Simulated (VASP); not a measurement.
Here is a VASP 6.6.1 calculation.

Contents of INCAR:

```
SYSTEM = YSe
  ALGO = Normal
  EDIFF = 1E-8
  ENCUT = 520
  GGA = CA
  ISIF = 2
  ISMEAR = -1
  LASPH = .True.
  LCHARG = .False.
  LEFG = .True.
  LREAL = .False.
  LWAVE = .False.
  NBANDS = 16
  NELM = 60
  PREC = Accurate
  SIGMA = 0.03
```

KPOINTS

```
k-points
0
Gamma
  7 7 7
  0 0 0
```

File POSCAR:

```
YSe
1.0
    0.0000000000      2.8750000000      2.8750000000
    2.8750000000      0.0000000000      2.8750000000
    2.8750000000      2.8750000000      0.0000000000
Y Se
1 1
Direct
    0.0000000000      0.0000000000      0.0000000000
    0.5000000000      0.5000000000      0.5000000000
```

Potentials or basis: VASP PAW LDA potentials, release 64 (Y_sv, Se).

Command:

```bash
$ cat potpaw_LDA.64/Y_sv/POTCAR potpaw_LDA.64/Se/POTCAR > POTCAR
$ mpirun -np 1 vasp_std > vasp.out
```

Task: Estimate the pressure.

Result: -4.5 GPa.

Caveat: without QUAD_EFG the Cq values of the log hold for a quadrupole moment of 1 mb, not for the nuclei.
